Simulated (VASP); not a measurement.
# Zr2AlN3 (P3m1) in VASP: further runs, part 2 of 3

VASP 6.6.1. Earlier steps stand in the parts before.

**4. Relaxation of cell and atoms, PBE**

The input, INCAR:

```
  PREC = Accurate
  ENCUT = 600
  EDIFF = 1E-7
  ISMEAR = 0
  SIGMA = 0.1
  LREAL = False
  LASPH = True
  NELM = 120
  ALGO = Normal
  ISIF = 3
  LWAVE = False
  LCHARG = False
  GGA = PE
  IBRION = 2
  NSW = 90
  EDIFFG = -0.04
  GGA_COMPAT = False
  NELMIN = 4
```

The input, KPOINTS:

```
regular mesh
0
Gamma
  6 6 2
```

The input, POSCAR:

```
Zr2AlN3
1.0
    3.3576657200      0.0000000000      0.0000000000
   -1.6788328600      2.9078238100      0.0000000000
    0.0000000000      0.0000000000      8.2245677400
Zr Al N
2 1 3
Direct
    0.0000000000      0.0000000000      0.0000000000
    0.3333333300      0.6666666700      0.6666666700
    0.6666666700      0.3333333300      0.3333333300
    0.3333333300      0.6666666700      0.9166666700
    0.6666666700      0.3333333300      0.5833333300
    0.0000000000      0.0000000000      0.2500000000
```

Potentials or basis: VASP PAW PBE potentials, release 64 (Zr_sv, Al, N).

Started as:

```bash
cat potpaw_PBE.64/Zr_sv/POTCAR potpaw_PBE.64/Al/POTCAR potpaw_PBE.64/N/POTCAR > POTCAR
mpirun -np 1 vasp_std > vasp.out
```

OUTCAR:

```text
PREC = Accurate
   ENCUT = 600
   EDIFF = 1E-7
   ISMEAR = 0
   LREAL = False
   LASPH = True
   NELM = 120
   ISIF = 3
   GGA = PE
   IBRION = 2
   NSW = 90
   EDIFFG = -0.04
   NELMIN = 4

 ion  position               nearest neighbor table
   1  0.000  0.000  0.000-   4 2.06   4 2.06   6 2.06   4 2.06   3 3.36   2 3.36   3 3.36   2 3.36
                             2 3.36   3 3.36
   2  0.333  0.667  0.667-   5 2.06   4 2.06   5 2.06   5 2.06   1 3.36   1 3.36   1 3.36   3 3.36
                             3 3.36   3 3.36
   3  0.667  0.333  0.333-   6 2.06   6 2.06   5 2.06   6 2.06   1 3.36   1 3.36   1 3.36   2 3.36
                             2 3.36   2 3.36
   4  0.333  0.667  0.917-   1 2.06   1 2.06   2 2.06   1 2.06
   5  0.667  0.333  0.583-   2 2.06   3 2.06   2 2.06   2 2.06
   6  0.000  0.000  0.250-   3 2.06   3 2.06   1 2.06   3 2.06

  LATTYP: Found a hexagonal cell.
 ALAT       =     3.3576657200
 C/A-ratio  =     2.4494897425

  Lattice vectors:

 A1 = (   3.3576657200,   0.0000000000,   0.0000000000)
 A2 = (  -1.6788328600,   2.9078238100,   0.0000000000)
 A3 = (   0.0000000000,   0.0000000000,   8.2245677400)

Analysis of symmetry for initial positions (statically):
=====================================================================
 Subroutine PRICEL returns:
 Original cell was already a primitive cell.
[... 172 lines left out ...]

  FORCE on cell =-STRESS in cart. coord.  units (eV):
  Direction    XX          YY          ZZ          XY          YZ          ZX
  --------------------------------------------------------------------------------------
  -------------------------------------------------------------------------------------
  Total        6.0791853      6.0791853      6.5830411      0.0000000      0.0000000      0.0000000
  in kB      121.2934459    121.2934459    131.3465060      0.0000000      0.0000000      0.0000000
  external PRESSURE =     124.6444659 kB  Pullay stress =       0.0000000 kB
[... 101 lines left out ...]
  FREE ENERGIE OF THE ION-ELECTRON SYSTEM (eV)
  ---------------------------------------------------
  free  energy   TOTEN  =       -52.9846058369 eV

  energy  without entropy=      -52.9734424125  energy(sigma->0) =      -52.97902412

[... ionic steps 4 to 9 ...]

--------------------------------------- Ionic step       10  -------------------------------------------

 number of electron      42.0000001 magnetization

------------------------ aborting loop because EDIFF is reached ----------------------------------------
[... 75 lines left out ...]
--------------------------------------- Ionic step       12  -------------------------------------------

 number of electron      42.0000001 magnetization

 Free energy of the ion-electron system (eV)
  ---------------------------------------------------
  ext. energy  EPLUGINS =         0.00000000
  ---------------------------------------------------
  free energy    TOTEN  =       -53.23068345 eV

  energy without entropy =      -53.21686590  energy(sigma->0) =      -53.22377468

 E-fermi :   8.7014     XC(G=0): -10.9624

 val. band max:        8.6852160596   @ k =   0.0000   0.0000   0.5000
 cond. band min:       8.7264265687   @ k =   0.3333   0.1667   0.5000
 fundamental gap:      0.0412105091
 Fermi energy:         8.7014300454

 k-point     1 :       0.0000    0.0000    0.0000
  band No.  band energies     occupation
      1     -40.8203      2.00000
      2     -40.6567      2.00000
      3     -19.2055      2.00000
      4     -18.7978      2.00000
      5     -18.6713      2.00000
      6     -18.6713      2.00000
[... 414 lines left out ...]
  FREE ENERGIE OF THE ION-ELECTRON SYSTEM (eV)
  ---------------------------------------------------
  free  energy   TOTEN  =       -53.2306834505 eV

  energy  without entropy=      -53.2168659015  energy(sigma->0) =      -53.22377468

 reached required accuracy - stopping structural energy minimisation
```

OSZICAR:

```text
N       E                     dE             d eps       ncg     rms          rms(c)
DAV:   1     0.396081253442E+03    0.39608E+03   -0.24795E+04   700   0.184E+03
DAV:   2    -0.298465166834E+02   -0.42593E+03   -0.42090E+03   874   0.453E+02
DAV:   3    -0.609737504072E+02   -0.31127E+02   -0.30894E+02  1135   0.116E+02
DAV:   4    -0.624432811674E+02   -0.14695E+01   -0.14667E+01   991   0.214E+01
[... 142 lines left out ...]
DAV:   4    -0.532306855782E+02    0.58346E-05   -0.10569E-04  1038   0.613E-02    0.162E-02
DAV:   5    -0.532306847661E+02    0.81206E-06   -0.13440E-05  1031   0.209E-02    0.117E-02
DAV:   6    -0.532306840008E+02    0.76530E-06   -0.15127E-06   957   0.843E-03    0.431E-03
DAV:   7    -0.532306835470E+02    0.45374E-06   -0.28416E-07   638   0.391E-03    0.921E-04
DAV:   8    -0.532306834505E+02    0.96542E-07   -0.68634E-08   405   0.220E-03
  12 F= -.53230683E+02 E0= -.53223775E+02  d E =-.148373E-03
```

CONTCAR:

```text
Zr2AlN3
   1.00000000000000
     3.3875405955255569   -0.0000000000000000   -0.0000000000000000
    -1.6937702977627784    2.9336962111191189    0.0000000000000000
    -0.0000000000000000    0.0000000000000000    8.3754306365161320
  Zr              Al              N
     2     1     3
Direct
     0.0000000000000000    0.0000000000000000    0.0127694302757886
     0.3333333300000021    0.6666666699999979    0.6607862761726043
     0.6666666699999979    0.3333333300000021    0.3284727516544091
     0.3333333300000021    0.6666666699999979    0.9136016557153226
     0.6666666699999979    0.3333333300000021    0.5603911661970702
     0.0000000000000000    1.0000000000000000    0.2739787199848050

  0.00000000E+00  0.00000000E+00  0.00000000E+00
  0.00000000E+00  0.00000000E+00  0.00000000E+00
  0.00000000E+00  0.00000000E+00  0.00000000E+00
  0.00000000E+00  0.00000000E+00  0.00000000E+00
  0.00000000E+00  0.00000000E+00  0.00000000E+00
  0.00000000E+00  0.00000000E+00  0.00000000E+00
```

It took 3.6 min on 1 thread of Intel Xeon 6975P-C (Granite Rapids), shared host; peak memory 0.24 GiB.

Results:

| Property | Result |
| --- | --- |
| Free energy | -53.2307 eV |
| Relaxed volume | 13.87 Å³/atom |
| Relaxed cell | a = 3.388 Å, b = 3.388 Å, c = 8.375 Å, α = 90.00°, β = 90.00°, γ = 120.00° |
| Space group after relaxing (to 0.1 Å) | P3m1 (No. 156) |
| Energy gained by relaxing | 122.1 meV/atom |
| Ionic steps | 12 |
| Pressure after relaxing | 0.0 GPa |
| Largest force after relaxing | 0.017 eV/Å |
| Band gap on the k mesh | zero (bands 21 and 22 overlap by 0.84 eV) |

Forces on the atoms (eV/Å):
```
Zr   0.000  0.000  0.001
Zr   0.000  0.000 -0.011
Al   0.000  0.000  0.017
N    0.000  0.000 -0.010
N    0.000  0.000 -0.006
N    0.000  0.000  0.009
```

The path:
```csv
step,energy change (eV),largest force (eV/Å),pressure (GPa),volume (Å³)
1,0.0000,3.2338,12.46,80.30
2,-0.1907,0.7030,-14.52,93.02
3,-0.4865,1.2534,-4.77,87.10
4,-0.6792,0.7834,-1.67,84.59
5,-0.7008,0.8176,0.05,83.47
6,-0.7281,0.2748,0.43,83.09
7,-0.7282,0.2604,0.39,83.12
8,-0.7318,0.0660,-0.44,83.46
9,-0.7319,0.0651,-0.31,83.40
10,-0.7324,0.0420,0.22,83.14
11,-0.7324,0.0431,0.12,83.19
12,-0.7325,0.0174,0.00,83.24
```

Final structure:
```yaml
crystal:
  lattice:
    - [3.38754, 0.00000, 0.00000]
    - [-1.69377, 2.93370, 0.00000]
    - [0.00000, 0.00000, 8.37543]
  atoms:
    - { symbol: Zr, position: [0.00000, 0.00000, 0.01277] }
    - { symbol: Zr, position: [0.33333, 0.66667, 0.66079] }
    - { symbol: Al, position: [0.66667, 0.33333, 0.32847] }
    - { symbol: N, position: [0.33333, 0.66667, 0.91360] }
    - { symbol: N, position: [0.66667, 0.33333, 0.56039] }
    - { symbol: N, position: [0.00000, 0.00000, 0.27398] }
```

Levels at points of the mesh, in eV from the Fermi level:
| k point | band 18 | band 19 | band 20 | band 21 | band 22 | band 23 | band 24 | band 25 |
| --- | --- | --- | --- | --- | --- | --- | --- | --- |
| (0.00, 0.00, 0.00) | -3.75 | -3.41 | -3.41 | -0.48 | 1.21 | 1.58 | 1.58 | 1.93 |
| (0.50, 0.00, 0.00) | -3.82 | -3.63 | -3.33 | -0.66 | 0.45 | 1.24 | 1.87 | 2.82 |
| (0.00, 0.00, 0.50) | -4.02 | -3.42 | -3.42 | -0.02 | 1.06 | 1.60 | 1.60 | 1.89 |
| (0.50, 0.00, 0.50) | -4.03 | -3.28 | -3.23 | -0.52 | -0.11 | 1.47 | 1.91 | 2.88 |

Caveat: the k points lie up to 0.38 Å⁻¹ apart in the final cell, too coarse for converged energies and pressures of a metal.

**5. Single point, PBE**

This run uses another cell than the first one, of 13.88 Å³/atom.

The input, INCAR:

```
PREC = Accurate
ENCUT = 600
EDIFF = 1E-6
ISMEAR = 0
SIGMA = 0.1
LREAL = F
LASPH = T
NELM = 120
ALGO = Normal
ISIF = 2
LWAVE = F
LCHARG = T
GGA = PE
LELF = T
LVHAR = T
NBANDS = 30
GGA_COMPAT = F
```

The input, KPOINTS:

```
Automatic mesh
0
Gamma
  12 12 6
```

The input, POSCAR:

```
Zr2AlN3
1.0
    3.3886294273      0.0000000000      0.0000000000
   -1.6943147137      2.9346391681      0.0000000000
    0.0000000000      0.0000000000      8.3722535833
Zr Al N
2 1 3
Direct
    0.0000000000      0.0000000000      0.0125143535
    0.3333333333      0.6666666667      0.6609559816
    0.6666666667      0.3333333333      0.3285142988
    0.3333333333      0.6666666667      0.9142431816
    0.6666666667      0.3333333333      0.5601003662
    0.0000000000      0.0000000000      0.2736718184
```

Potentials or basis: VASP PAW PBE potentials, release 64 (Zr_sv, Al, N).

Started as:

```bash
cat potpaw_PBE.64/Zr_sv/POTCAR potpaw_PBE.64/Al/POTCAR potpaw_PBE.64/N/POTCAR > POTCAR
mpirun -np 1 vasp_std > vasp.out
```

OUTCAR:

```text
PREC = Accurate
   ENCUT = 600
   EDIFF = 1E-6
   ISMEAR = 0
   LREAL = F
   LASPH = T
   NELM = 120
   ISIF = 2
   GGA = PE

 ion  position               nearest neighbor table
   1  0.000  0.000  0.013-   4 2.12   4 2.12   4 2.12   6 2.19   3 3.29   3 3.29   3 3.29   2 3.53
                             2 3.53   2 3.53
   2  0.333  0.667  0.661-   4 2.12   5 2.13   5 2.13   5 2.13   3 3.40   3 3.40   3 3.40   1 3.53
                             1 3.53   1 3.53
   3  0.667  0.333  0.329-   5 1.94   6 2.01   6 2.01   6 2.01   1 3.29   1 3.29   1 3.29   2 3.40
                             2 3.40   2 3.40
   4  0.333  0.667  0.914-   2 2.12   1 2.12   1 2.12   1 2.12
   5  0.667  0.333  0.560-   3 1.94   2 2.13   2 2.13   2 2.13
   6  0.000  0.000  0.274-   3 2.01   3 2.01   3 2.01   1 2.19

  LATTYP: Found a hexagonal cell.
 ALAT       =     3.3886294273
 C/A-ratio  =     2.4706902194

  Lattice vectors:

 A1 = (   3.3886294273,   0.0000000000,   0.0000000000)
 A2 = (  -1.6943147137,   2.9346391681,   0.0000000000)
 A3 = (   0.0000000000,   0.0000000000,   8.3722535833)

Analysis of symmetry for initial positions (statically):
=====================================================================
 Subroutine PRICEL returns:
 Original cell was already a primitive cell.

 Routine SETGRP: Setting up the symmetry group for a
 hexagonal supercell.

 Subroutine GETGRP returns: Found  6 space group operations
 (whereof  6 operations were pure point group operations)
 out of a pool of 24 trial point group operations.

The static configuration has the point symmetry C_3v.

Analysis of symmetry for dynamics (positions and initial velocities):
=====================================================================
 Subroutine PRICEL returns:
 Original cell was already a primitive cell.

 Routine SETGRP: Setting up the symmetry group for a
 hexagonal supercell.

 Subroutine GETGRP returns: Found  6 space group operations
 (whereof  6 operations were pure point group operations)
 out of a pool of 24 trial point group operations.

The dynamic configuration has the point symmetry C_3v.

 Subroutine INISYM returns: Found  6 space group operations
 (whereof  6 operations are pure point group operations),
 and found     1 'primitive' translations

----------------------------------------------------------------------------------------

                                     Primitive cell

  volume of cell :      83.2571

  direct lattice vectors                    reciprocal lattice vectors
     3.388629427  0.000000000  0.000000000     0.295104561  0.170378698  0.000000000
    -1.694314714  2.934639168  0.000000000     0.000000000  0.340757396  0.000000000
     0.000000000  0.000000000  8.372253583     0.000000000  0.000000000  0.119442154

  length of vectors
     3.388629427  3.388629427  8.372253583     0.340757396  0.340757396  0.119442154

  position of ions in fractional coordinates (direct lattice)
     0.000000000  0.000000000  0.012514354
     0.333333333  0.666666667  0.660955982
     0.666666667  0.333333333  0.328514299
     0.333333333  0.666666667  0.914243182
     0.666666667  0.333333333  0.560100366
     0.000000000  0.000000000  0.273671818

  ion indices of the primitive-cell ions
   primitive index   ion index
[... 36 lines left out ...]
  0.083333  0.000000  0.000000      6.000000
  0.166667  0.000000  0.000000      6.000000
  0.250000 -0.000000  0.000000      6.000000
  0.333333  0.000000  0.000000      6.000000
  0.416667  0.000000  0.000000      6.000000
[... 16 lines left out ...]
  0.166667  0.000000  0.166667      6.000000
  0.000000  0.166667  0.166667      6.000000
 [... further k-points ...]
   k-points           NKPTS =    100   k-points in BZ     NKDIM =    100   number of bands    NBANDS=     30
   number of dos      NEDOS =    301   number of ions     NIONS =      6
   total plane-waves  NPLWV =  54880
   dimension x,y,z NGX =    28 NGY =   28 NGZ =   70
   dimension x,y,z NGXF=    56 NGYF=   56 NGZF=  140
   ions per type =               2   1   3
   NGX,Y,Z   is equivalent  to a cutoff of  13.74, 13.74, 13.90 a.u.
   NGXF,Y,Z  is equivalent  to a cutoff of  27.47, 27.47, 27.80 a.u.
 SYSTEM =  unknown system
   PREC   = accura    normal or accurate (medium, high low for compatibility)
   ISTART =      0    job   : 0-new  1-cont  2-samecut
   ICHARG =      2    charge: 1-file 2-atom 10-const
   ISPIN  =      1    spin polarized calculation?
   LNONCOLLINEAR =      F non collinear calculations
   LSORBIT =      F    spin-orbit coupling
   LASPH  =      T    aspherical Exc in radial PAW
   ENCUT  =  600.0 eV  44.10 Ry    6.64 a.u.   6.77  6.77 16.72*2*pi/ulx,y,z
   NELM   =    120;   NELMIN=  2; NELMDL= -5     # of ELM steps
   EDIFF  = 0.1E-05   stopping-criterion for ELM
   LREAL  =      F    real-space projection
   EDIFFG = 0.1E-04   stopping-criterion for IOM
   NSW    =      0    number of steps for IOM
   IBRION =     -1    ionic relax: 0-MD 1-quasi-New 2-CG
   NFREE  =      0    steps in history (QN), initial steepest desc. (CG)
   ISIF   =      2    stress and relaxation
   ISYM   =      2    0-nonsym 1-usesym 2-fastsym
   POTIM  = 0.5000    time-step for ionic-motion
   TEBEG  =    0.0;   TEEND  =   0.0 temperature during run
   PSTRESS=    0.0 pullay stress
   NELECT =      42.0000    total number of electrons
   NUPDOWN=      -1.0000    fix difference up-down
   EMIN   =  10.00;   EMAX   =-10.00  energy-range for DOS
   EFERMI =   0.00;   METHOD = LEGACY
   ISMEAR =     0;   SIGMA  =   0.10  broadening in eV -4-tet -1-fermi 0-gaus
   EFERMI_NEDOS =   21; number of points for ismear=-14 and -15
   IALGO  =     38    algorithm
   IMIX   =      4    mixing-type and parameters
     AMIX     =   0.40;   BMIX     =  1.00
     AMIX_MAG =   1.60;   BMIX_MAG =  1.00
  volume/ion in A,a.u.               =      13.88        93.64
  Fermi-wavevector in a.u.,A,eV,Ry     =   1.303219  2.462728 23.107874  1.698381
  Thomas-Fermi vector in A             =   2.434236
   LORBIT       =      0    0 simple, 1 ext, 2 COOP (PROOUT), +10 PAW based schemes
   GGA     = PE    functional components
   LHFCALC =     F    Hartree Fock is set to
   AEXX    =    0.0000 exact exchange contribution
   IVDW    =     0    specifies the selected vdW correction
   LEPSILON=     F    determine dielectric tensor
   LRPA    =     F    only Hartree local field effects (RPA)
 non-spin polarized calculation
 Gauss-broadening in eV      SIGMA  =   0.10
  energy-cutoff  :      600.00
  volume of cell :       83.26
 maximum number of plane-waves:      2811
   NGX = 13   NGY = 13   NGZ = 33

 number of electron      42.0000001 magnetization

 Free energy of the ion-electron system (eV)
  ---------------------------------------------------
  ext. energy  EPLUGINS =         0.00000000
  ---------------------------------------------------
  free energy    TOTEN  =       -53.21710351 eV

  energy without entropy =      -53.20330367  energy(sigma->0) =      -53.21020359

 E-fermi :   8.6938     XC(G=0): -10.9598

 val. band max:        8.6881313985   @ k =   0.0833   0.0000   0.1667
 cond. band min:       8.6988769039   @ k =   0.0000   0.0833   0.1667
 fundamental gap:      0.0107455054
 Fermi energy:         8.6938358491

 k-point     1 :       0.0000    0.0000    0.0000
  band No.  band energies     occupation
      1     -40.7942      2.00000
      2     -40.6581      2.00000
      3     -19.1902      2.00000
      4     -18.7986      2.00000
      5     -18.6443      2.00000
      6     -18.6443      2.00000
[... 781 lines left out ...]
     29      13.7883      0.00000
     30      13.8220      0.00000

 [... further k-points ...]

------------------------ aborting loop because EDIFF is reached ----------------------------------------

  FORCE on cell =-STRESS in cart. coord.  units (eV):
  Direction    XX          YY          ZZ          XY          YZ          ZX
  --------------------------------------------------------------------------------------
  -------------------------------------------------------------------------------------
  Total       -0.0058417     -0.0058417      0.0117908      0.0000000     -0.0000000      0.0000000
  in kB       -0.1124170     -0.1124170      0.2268998      0.0000000     -0.0000000      0.0000000
  external PRESSURE =       0.0006886 kB  Pullay stress =       0.0000000 kB

 VOLUME and BASIS-vectors are now :
 -----------------------------------------------------------------------------
  energy-cutoff  :      600.00
  volume of cell :       83.26
      direct lattice vectors                 reciprocal lattice vectors
     3.388629427  0.000000000  0.000000000     0.295104561  0.170378698  0.000000000
    -1.694314714  2.934639168  0.000000000     0.000000000  0.340757396  0.000000000
     0.000000000  0.000000000  8.372253583     0.000000000  0.000000000  0.119442154

 POSITION                                       TOTAL-FORCE (eV/Angst)
 -----------------------------------------------------------------------------------
      0.00000      0.00000      0.10477        -0.000000     -0.000000      0.009202
     -0.00000      1.95643      5.53369         0.000000     -0.000000      0.002747
      1.69431      0.97821      2.75041        -0.000000     -0.000000     -0.000942
     -0.00000      1.95643      7.65428         0.000000      0.000000     -0.008261
      1.69431      0.97821      4.68930        -0.000000     -0.000000     -0.016989
      0.00000      0.00000      2.29125        -0.000000     -0.000000      0.014242
 -----------------------------------------------------------------------------------
    total drift:                                0.000000     -0.000000      0.000331

  FREE ENERGIE OF THE ION-ELECTRON SYSTEM (eV)
  ---------------------------------------------------
  free  energy   TOTEN  =       -53.2171035050 eV

  energy  without entropy=      -53.2033036689  energy(sigma->0) =      -53.21020359
```

Wall time 2.8 min (1 thread of Intel Xeon 6975P-C (Granite Rapids), shared host); peak memory 0.41 GiB.

Results:

```yaml
Free_energy: -53.2171 eV
Pressure: 0.0 GPa
Largest_force: 0.017 eV/Å
Band_gap_on_the_k_mesh: zero (bands 21 and 22 overlap by 1.00 eV)
```

Forces on the atoms (eV/Å):
```
Zr   0.000  0.000  0.009
Zr   0.000  0.000  0.003
Al   0.000  0.000 -0.001
N    0.000  0.000 -0.008
N    0.000  0.000 -0.017
N    0.000  0.000  0.014
```

[end of part 2 of 3]
